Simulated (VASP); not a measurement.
A run of VASP 6.6.1:

INCAR

```
PREC = Accurate
ENCUT = 520
EDIFF = 1E-6
ISMEAR = 0
SIGMA = 0.05
LREAL = False
LASPH = True
NELM = 80
ALGO = Normal
ISIF = 2
LWAVE = False
LCHARG = True
GGA = PE
LELF = True
LVHAR = True
NBANDS = 16
```

KPOINTS

```
Automatic mesh
0
Gamma
  10 10 10
```

File POSCAR:

```
ZnSe
1.0
    0.0000000000      2.8903595870      2.7765221778
    2.7765221778      0.0000000000      2.7765221778
    2.7765221778      2.8903595870      0.0000000000
Zn Se
1 1
Direct
    0.0000000000      0.0000000000      0.0000000000
    0.7500000000      0.7500000000      0.7500000000
```

Potentials or basis: VASP PAW PBE potentials, release 64 (Zn, Se).

Command:

```sh
$ cat potpaw_PBE.64/Zn/POTCAR potpaw_PBE.64/Se/POTCAR > POTCAR
$ mpirun -np 1 vasp_std > vasp.out
```

Hardware: 1 thread of AMD EPYC 9R45 96-Core Processor (Zen 5), on a shared host.

Task: Estimate the wall time of this run.

Result: Run time: 36 s on 1 thread of AMD EPYC 9R45 96-Core Processor (Zen 5) (shared host), peak memory 0.19 GiB. Counts: scf iterations 12, k points 102.
